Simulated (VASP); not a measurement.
Set up this calculation in VASP 6.6.1, as the native input.

| Property | Result |
| --- | --- |
| Task | relaxation of cell and atoms |
| Functional | PBE |
| Potentials or basis | VASP PAW PBE potentials, release 64 (Zn) |
| Cutoff | 600 eV |
| k mesh | 6 × 6 × 4 |
| Occupations | gaussian, width 0.1 eV |
| Spin | no spin polarisation |
| Dipole correction | no |
| Further INCAR settings | ALGO = Normal; EDIFF = 1e-06; IBRION = 2; EDIFFG = -0.04; NSW = 90; ISIF = 3 |

The structure of Zn lies in POSCAR:

```
Zn
1.0
    2.6140511515     -1.7276878389      0.0000000000
    2.6140511515      1.7276878389      0.0000000000
    0.0000000000      0.0000000000      7.0476692657
Zn
4
Direct
    0.8500000000      0.1500000000      0.1170000000
    0.6500000000      0.3500000000      0.6170000000
    0.1500000000      0.8500000000      0.8830000000
    0.3500000000      0.6500000000      0.3830000000
```

The input as run:

INCAR

```
ALGO     = Normal         # electronic algorithm
EDIFF    = 1E-6           # SCF threshold, eV
EDIFFG   = -0.04          # ionic threshold
ENCUT    = 600            # plane-wave cutoff, eV
GGA      = PE             # functional
IBRION   = 2              # ionic algorithm
ISIF     = 3              # what is computed and relaxed
ISMEAR   = 0              # smearing method
LASPH    = T              # aspherical terms in the spheres
LCHARG   = F              # write CHGCAR
LREAL    = F              # projectors in reciprocal space
LWAVE    = F              # write WAVECAR
NELM     = 100            # most SCF steps
NSW      = 90             # ionic steps
PREC     = Accurate       # precision mode
SIGMA    = 0.1            # smearing width, eV
```

KPOINTS

```
k-points
0
Gamma
  6 6 4
```

Potentials or basis: VASP PAW PBE potentials, release 64 (Zn).

The run is started by

```console
$ cat potpaw_PBE.64/Zn/POTCAR > POTCAR
$ mpirun -np 1 vasp_std > vasp.out
```

Results of the run:

The relaxed volume is 15.85 Å³/atom and the relaxed cell is a = 2.598 Å, b = 2.598 Å, c = 9.845 Å, α = 90.00°, β = 90.00°, γ = 72.66°. The space group after relaxing (to 0.05 Å) is Cmce (No. 64). The energy gained by relaxing is 776.3 meV/atom, the ionic steps are 25 and the pressure after relaxing is -0.2 GPa. The largest force after relaxing is 0.027 eV/Å and the band gap on the k mesh is zero (band 24 reaches 4.81 eV, above the bottom of band 25 at 0.06 eV).

Caveat: the k points lie up to 0.42 Å⁻¹ apart in the final cell.

Run time: 17 min on 1 thread of Intel(R) Xeon(R) Platinum 8259CL CPU @ 2.50GHz (Skylake/Cascade Lake) (shared host), peak memory 0.24 GiB.
